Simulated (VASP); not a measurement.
Crystal: TePb.

```
Pb Te
1.0
    -0.08842    3.24477    3.24477
     3.24477   -0.08842    3.24477
     3.24477    3.24477   -0.08842
Pb Te
1 1
Direct
  0.00000 0.00000 0.00000
  0.50000 0.50000 0.50000
```

This cell differs from its parent crystal: epitaxial 111 strain +2.0%.

Base run:

| Quantity | Value |
| --- | --- |
| Program | VASP 6.6.1 |
| Functional | PBE |
| Potentials or basis | VASP PAW PBE potentials, release 64 (Pb_d, Te) |
| Cutoff | 520 eV |
| k mesh | 4 × 4 × 4 |
| Occupations | gaussian, width 0.01 eV |
| Spin | no spin polarisation |

Its results: band gap on the k mesh 0.60 eV (least direct gap 0.81 eV); pressure -0.2 GPa.

Problem. The run is repeated on the same cell with these changes: functional from PBE to r2SCAN; k mesh from 4 × 4 × 4 to 8 × 8 × 8. What comes out?

Solution. Band gap on the k mesh 0.86 eV (least direct gap 1.09 eV); pressure -0.8 GPa.

Several settings changed at once.

Caveats: the structure was generated, so it needn't be the stable form of TePb; spin-orbit coupling is left out, which moves the levels of the heavy elements; the PAW data sets were made with another functional, which shifts forces and pressure a little (at least some runs).

A k mesh can miss the band edges.
